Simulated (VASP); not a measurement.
# Co in VASP: single point with PBE

Aim: the single point of Co with PBE.

All numbers are computed with VASP 6.6.1; they aren't measurements. Logs are shortened: lines on timing, memory, paths and dates and some standing lists are left out, and cuts for length are marked.

**1. The cell of the first run**

The cell holds a slab with vacuum, 6 atoms: a = 2.519 Å, b = 2.519 Å, c = 27.228 Å, α = 90.00°, β = 90.00°, γ = 120.00°.

**2. Single point, PBE, collinear spin, ferromagnetic start**

INCAR

```
ALGO     = Normal         # electronic algorithm
DIPOL    = 0.5 0.5 0.498
EDIFF    = 1E-6           # SCF threshold, eV
ENCUT    = 520            # plane-wave cutoff, eV
GGA      = PE             # functional
IDIPOL   = 3            
ISIF     = 2              # what is computed and relaxed
ISMEAR   = 0              # smearing method
ISPIN    = 2              # spin polarisation
LASPH    = T              # aspherical terms in the spheres
LCHARG   = F              # write CHGCAR
LDIPOL   = T            
LMAXMIX  = 4              # l up to which the mixer works
LORBIT   = 11             # projections on sites
LREAL    = F              # projectors in reciprocal space
LWAVE    = F              # write WAVECAR
MAGMOM   = 2 1.95 1.89 1.88 1.92 1.97 # initial moments
NBANDS   = 40             # bands
NELM     = 150            # most SCF steps
PREC     = Accurate       # precision mode
SIGMA    = 0.1            # smearing width, eV
```

KPOINTS

```
k-points
0
Gamma
  24 24 1
```

POSCAR

```
Co
1.0
    2.5190008700      0.0000000000      0.0000000000
   -1.2595004300      2.1815187500      0.0000000000
    0.0000000000      0.0000000000     27.2275001454
Co
6
Direct
    0.6666666663      0.3333333323      0.3121843707
    0.3333333323      0.6666666660      0.3873106266
    0.6666666663      0.3333333323      0.4624368721
    0.3333333323      0.6666666660      0.5349864933
    0.6666666663      0.3333333323      0.6098496289
    0.3333333323      0.6666666660      0.6809134303
```

Potentials or basis: VASP PAW PBE potentials, release 64 (Co).

On the command line:

```sh
cat potpaw_PBE.64/Co/POTCAR > POTCAR
mpirun -np 1 vasp_std > vasp.out
```

OUTCAR:

```text
EDIFF = 1E-6
   ENCUT = 520
   GGA = PE
   ISIF = 2
   ISMEAR = 0
   ISPIN = 2
   LASPH = T
   LORBIT = 11
   LREAL = F
   NELM = 150
   PREC = Accurate

 ion  position               nearest neighbor table
   1  0.667  0.333  0.312-   2 2.51   2 2.51   2 2.51
   2  0.333  0.667  0.387-   3 2.51   3 2.51   3 2.51   1 2.51   1 2.51   1 2.51
   3  0.667  0.333  0.462-   4 2.45   4 2.45   4 2.45   2 2.51   2 2.51   2 2.51
   4  0.333  0.667  0.535-   3 2.45   3 2.45   3 2.45   5 2.50   5 2.50   5 2.50
   5  0.667  0.333  0.610-   6 2.42   6 2.42   6 2.42   4 2.50   4 2.50   4 2.50
   6  0.333  0.667  0.681-   5 2.42   5 2.42   5 2.42

  LATTYP: Found a hexagonal cell.
 ALAT       =     2.5190008700
 C/A-ratio  =    10.8088490439

  Lattice vectors:

 A1 = (   2.5190008700,   0.0000000000,   0.0000000000)
 A2 = (  -1.2595004300,   2.1815187500,   0.0000000000)
 A3 = (   0.0000000000,   0.0000000000,  27.2275001454)

Analysis of symmetry for initial positions (statically):
=====================================================================
 Subroutine PRICEL returns:
 Original cell was already a primitive cell.

 Routine SETGRP: Setting up the symmetry group for a
 hexagonal supercell.

 Subroutine GETGRP returns: Found  6 space group operations
 (whereof  6 operations were pure point group operations)
 out of a pool of 24 trial point group operations.

The static configuration has the point symmetry C_3v.

Analysis of symmetry for dynamics (positions and initial velocities):
=====================================================================
 Subroutine PRICEL returns:
 Original cell was already a primitive cell.

 Routine SETGRP: Setting up the symmetry group for a
 hexagonal supercell.

 Subroutine GETGRP returns: Found  6 space group operations
 (whereof  6 operations were pure point group operations)
 out of a pool of 24 trial point group operations.

The dynamic configuration has the point symmetry C_3v.

Analysis of structural, dynamic, and magnetic symmetry:
=====================================================================
 Subroutine PRICEL returns:
 Original cell was already a primitive cell.

 Routine SETGRP: Setting up the symmetry group for a
 hexagonal supercell.

 Subroutine GETGRP returns: Found  6 space group operations
 (whereof  6 operations were pure point group operations)
 out of a pool of 24 trial point group operations.

The overall configuration has the point symmetry C_3v.

 Subroutine INISYM returns: Found  6 space group operations
 (whereof  6 operations are pure point group operations),
 and found     1 'primitive' translations

----------------------------------------------------------------------------------------

                                     Primitive cell

  volume of cell :     149.6219

  direct lattice vectors                    reciprocal lattice vectors
     2.519000870  0.000000000  0.000000000     0.396982793  0.229198121  0.000000000
    -1.259500430  2.181518750  0.000000000     0.000000000  0.458396243  0.000000000
     0.000000000  0.000000000 27.227500145     0.000000000  0.000000000  0.036727573

  length of vectors
     2.519000870  2.519000871 27.227500145     0.458396244  0.458396243  0.036727573

  position of ions in fractional coordinates (direct lattice)
     0.666666666  0.333333332  0.312184371
     0.333333332  0.666666666  0.387310627
     0.666666666  0.333333332  0.462436872
     0.333333332  0.666666666  0.534986493
     0.666666666  0.333333332  0.609849629
     0.333333332  0.666666666  0.680913430

  ion indices of the primitive-cell ions
   primitive index   ion index
                 1           1
                 2           2
                 3           3
                 4           4
                 5           5
                 6           6
[... 51 lines left out ...]
  0.416667  0.041667  0.000000     12.000000
  0.458333  0.041667  0.000000     12.000000
 [... further k-points ...]
   k-points           NKPTS =     61   k-points in BZ     NKDIM =     61   number of bands    NBANDS=     40
   number of dos      NEDOS =    301   number of ions     NIONS =      6
   total plane-waves  NPLWV =  84000
   dimension x,y,z NGX =    20 NGY =   20 NGZ =  210
   dimension x,y,z NGXF=    40 NGYF=   40 NGZF=  420
   ions per type =               6
   NGX,Y,Z   is equivalent  to a cutoff of  13.20, 13.20, 12.82 a.u.
   NGXF,Y,Z  is equivalent  to a cutoff of  26.40, 26.40, 25.64 a.u.
 SYSTEM =  unknown system
   PREC   = accura    normal or accurate (medium, high low for compatibility)
   ISTART =      0    job   : 0-new  1-cont  2-samecut
   ICHARG =      2    charge: 1-file 2-atom 10-const
   ISPIN  =      2    spin polarized calculation?
   LNONCOLLINEAR =      F non collinear calculations
   LSORBIT =      F    spin-orbit coupling
   LASPH  =      T    aspherical Exc in radial PAW
   ENCUT  =  520.0 eV  38.22 Ry    6.18 a.u.   4.68  4.68 50.63*2*pi/ulx,y,z
   NELM   =    150;   NELMIN=  2; NELMDL= -5     # of ELM steps
   EDIFF  = 0.1E-05   stopping-criterion for ELM
   LREAL  =      F    real-space projection
   EDIFFG = 0.1E-04   stopping-criterion for IOM
   NSW    =      0    number of steps for IOM
   IBRION =     -1    ionic relax: 0-MD 1-quasi-New 2-CG
   NFREE  =      0    steps in history (QN), initial steepest desc. (CG)
   ISIF   =      2    stress and relaxation
   ISYM   =      2    0-nonsym 1-usesym 2-fastsym
   POTIM  = 0.5000    time-step for ionic-motion
   TEBEG  =    0.0;   TEEND  =   0.0 temperature during run
   PSTRESS=    0.0 pullay stress
   NELECT =      54.0000    total number of electrons
   NUPDOWN=      -1.0000    fix difference up-down
   EMIN   =  10.00;   EMAX   =-10.00  energy-range for DOS
   EFERMI =   0.00;   METHOD = LEGACY
   ISMEAR =     0;   SIGMA  =   0.10  broadening in eV -4-tet -1-fermi 0-gaus
   EFERMI_NEDOS =   21; number of points for ismear=-14 and -15
   IALGO  =     38    algorithm
   IMIX   =      4    mixing-type and parameters
     AMIX     =   0.40;   BMIX     =  1.00
     AMIX_MAG =   1.60;   BMIX_MAG =  1.00
  volume/ion in A,a.u.               =      24.94       168.28
  Fermi-wavevector in a.u.,A,eV,Ry     =   1.165577  2.202622 18.484472  1.358570
  Thomas-Fermi vector in A             =   2.302101
   LORBIT       =     11    0 simple, 1 ext, 2 COOP (PROOUT), +10 PAW based schemes
   GGA     = PE    functional components
   LHFCALC =     F    Hartree Fock is set to
   AEXX    =    0.0000 exact exchange contribution
   IVDW    =     0    specifies the selected vdW correction
   LEPSILON=     F    determine dielectric tensor
   LRPA    =     F    only Hartree local field effects (RPA)
 spin polarized calculation
 Gauss-broadening in eV      SIGMA  =   0.10
  energy-cutoff  :      520.00
  volume of cell :      149.62
 maximum number of plane-waves:      4097
 NGX is ok and might be reduce to    20
   NGX =  9   NGY =  9   NGZ =101

 dipolmoment           0.000000      0.000000      0.000361 electrons x Angstroem

 number of electron      53.9999994 magnetization      10.0067748

 dipolmoment           0.000000      0.000000     -0.002658 electrons x Angstroem

 Free energy of the ion-electron system (eV)
  ---------------------------------------------------
  ext. energy  EPLUGINS =         0.00000000
  ---------------------------------------------------
  free energy    TOTEN  =       -40.72277127 eV

  energy without entropy =      -40.69699922  energy(sigma->0) =      -40.70988525

 E-fermi :   1.7823     XC(G=0):  -6.6117

 val. band max:        1.7819325240   @ k =   0.4167   0.0833   0.0000
 cond. band min:       1.7825939953   @ k =   0.1667   0.0833   0.0000
 fundamental gap:      0.0006614713
 Fermi energy:         1.7823252640

 spin component 1

 k-point     1 :       0.0000    0.0000    0.0000
  band No.  band energies     occupation
      1      -6.8130      1.00000
      2      -6.1376      1.00000
      3      -5.1396      1.00000
      4      -4.0234      1.00000
      5      -3.4266      1.00000
      6      -3.2776      1.00000
[... 997 lines left out ...]
     38       8.3819      0.00000
     39       9.2306      0.00000

 [... further k-points ...]

 spin component 2

 k-point     1 :       0.0000    0.0000    0.0000
  band No.  band energies     occupation
      1      -6.8246      1.00000
      2      -6.1379      1.00000
      3      -5.1048      1.00000
      4      -3.8168      1.00000
      5      -2.8238      1.00000
      6      -2.3957      1.00000
[... 997 lines left out ...]
     38       9.0826      0.00000
     39      10.0307      0.00000

 [... further k-points ...]

 [bands above 39 left out]

------------------------ aborting loop because EDIFF is reached ----------------------------------------

 vacuum level on the upper side and lower side of the slab       (xc-potential included)        -0.044         0.045

  FORCE on cell =-STRESS in cart. coord.  units (eV):
  Direction    XX          YY          ZZ          XY          YZ          ZX
  --------------------------------------------------------------------------------------
  -------------------------------------------------------------------------------------
  Total       -3.7104750     -3.7104750     -1.5276190     -0.0000000     -0.0000000      0.0000000
  in kB      -39.7324231    -39.7324233    -16.3580150     -0.0000001     -0.0000000      0.0000000
  external PRESSURE =     -31.9409538 kB  Pullay stress =       0.0000000 kB

 VOLUME and BASIS-vectors are now :
 -----------------------------------------------------------------------------
  energy-cutoff  :      520.00
  volume of cell :      149.62
      direct lattice vectors                 reciprocal lattice vectors
     2.519000870  0.000000000  0.000000000     0.396982793  0.229198121  0.000000000
    -1.259500430  2.181518750  0.000000000     0.000000000  0.458396243  0.000000000
     0.000000000  0.000000000 27.227500145     0.000000000  0.000000000  0.036727573

 POSITION                                       TOTAL-FORCE (eV/Angst)
 -----------------------------------------------------------------------------------
      1.25950      0.72717      8.50000        -0.000000      0.000000      0.604293
      0.00000      1.45435     10.54550        -0.000000      0.000000     -0.501304
      1.25950      0.72717     12.59100        -0.000000     -0.000000     -0.080771
      0.00000      1.45435     14.56634        -0.000000     -0.000000     -0.019562
      1.25950      0.72717     16.60468         0.000000     -0.000000      0.011198
      0.00000      1.45435     18.53957         0.000000     -0.000000     -0.013854
 -----------------------------------------------------------------------------------
    total drift:                               -0.000000     -0.000000     -0.000258

  FREE ENERGIE OF THE ION-ELECTRON SYSTEM (eV)
  ---------------------------------------------------
  free  energy   TOTEN  =       -40.7227712699 eV

  energy  without entropy=      -40.6969992235  energy(sigma->0) =      -40.70988525

 vacuum level on the upper side and lower side of the slab         6.619         6.702

 total charge

# of ion       s       p       d       tot
------------------------------------------
    1        0.467   0.378   7.211   8.057
    2        0.471   0.490   7.241   8.202
    3        0.481   0.506   7.252   8.240
    4        0.482   0.508   7.255   8.245
    5        0.483   0.516   7.261   8.260
    6        0.480   0.400   7.237   8.116
--------------------------------------------------
tot          2.865   2.797  43.457  49.118

 magnetization (x)

# of ion       s       p       d       tot
------------------------------------------
    1       -0.010  -0.043   1.827   1.774
    2       -0.015  -0.055   1.762   1.692
    3       -0.014  -0.055   1.712   1.642
    4       -0.015  -0.056   1.705   1.635
    5       -0.015  -0.056   1.740   1.669
    6       -0.011  -0.041   1.795   1.742
--------------------------------------------------
tot         -0.081  -0.306  10.542  10.155
```

It took 60 min on 1 thread of Oxide Virtual Turin-like, shared host; peak memory 0.62 GiB.

Results:

* Free energy: -40.7228 eV
* Largest force: 0.604 eV/Å
* Band gap on the k mesh: zero (filled and empty bands overlap)
* Net moment: 10.01 μB per cell
* Site moments: Co +1.77, +1.69, +1.64, +1.67, +1.74 (each value once) μB
* Valence electrons inside the program's atomic spheres: Co 8.06, 8.20, 8.24, 8.26, 8.12 (each value once)

Forces in eV/Å, atoms in the order of the input:
```
Co   0.000  0.000  0.604
Co   0.000  0.000 -0.501
Co   0.000  0.000 -0.081
Co   0.000  0.000 -0.020
Co   0.000  0.000  0.011
Co   0.000  0.000 -0.014
```

Levels at points of the mesh, in eV from the Fermi level:
Spin up:
```tsv
k point	band 29	band 30	band 31	band 32	band 33	band 34	band 35	band 36
(0.00, 0.00, 0.00)	-1.36	-1.09	-1.09	-0.97	-0.97	-0.89	-0.89	-0.35
(0.50, 0.00, 0.00)	-0.60	-0.57	0.95	1.05	1.33	2.12	2.73	3.06
```
Spin down:
```csv
k point,band 17,band 18,band 19,band 20,band 21,band 22,band 23,band 24,band 25,band 26
"(0.00, 0.00, 0.00)",-0.81,-0.81,-0.81,-0.68,-0.68,-0.62,-0.62,-0.07,-0.04,-0.04
"(0.50, 0.00, 0.00)",-0.47,-0.29,-0.11,0.34,0.44,0.81,0.94,1.13,1.14,1.20
```
